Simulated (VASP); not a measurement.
P, 1 atom in the cell. It takes space group Fm-3m (No. 225, cubic). Conventional cell: a = 3.915 Å, b = 3.915 Å, c = 3.915 Å, α = 90.00°, β = 90.00°, γ = 90.00°. P (site symmetry m-3m) has 12 P at 2.77 Å within 3.6 Å. 

| Property | Result |
| --- | --- |
| Program | VASP 6.6.1 |
| Task | relaxation of cell and atoms |
| Functional | PBE |
| Potentials or basis | VASP PAW PBE potentials, release 64 (P) |
| Cutoff | 600 eV |
| k mesh | 17 × 17 × 17 |
| Occupations | fermi-dirac, width 0.08 eV |
| Spin | no spin polarisation |
| Dipole correction | no |
| Further INCAR settings | ALGO = Normal; EDIFF = 1e-07; IBRION = 2; EDIFFG = -0.005; NSW = 60; ISIF = 3 |

Potentials or basis: VASP PAW PBE potentials, release 64 (P).

Run with:

```console
$ cat potpaw_PBE.64/P/POTCAR > POTCAR
$ mpirun -np 1 vasp_std > vasp.out
```

Hardware: 1 thread of Intel(R) Xeon(R) Platinum 8488C (Sapphire Rapids) (shared host).

How long does it take, and how much memory?

Wall time 23 s on 1 thread of Intel(R) Xeon(R) Platinum 8488C (Sapphire Rapids) (shared host), peak memory 0.14 GiB. Counts: scf iterations 24, k points 165, ion steps 3.
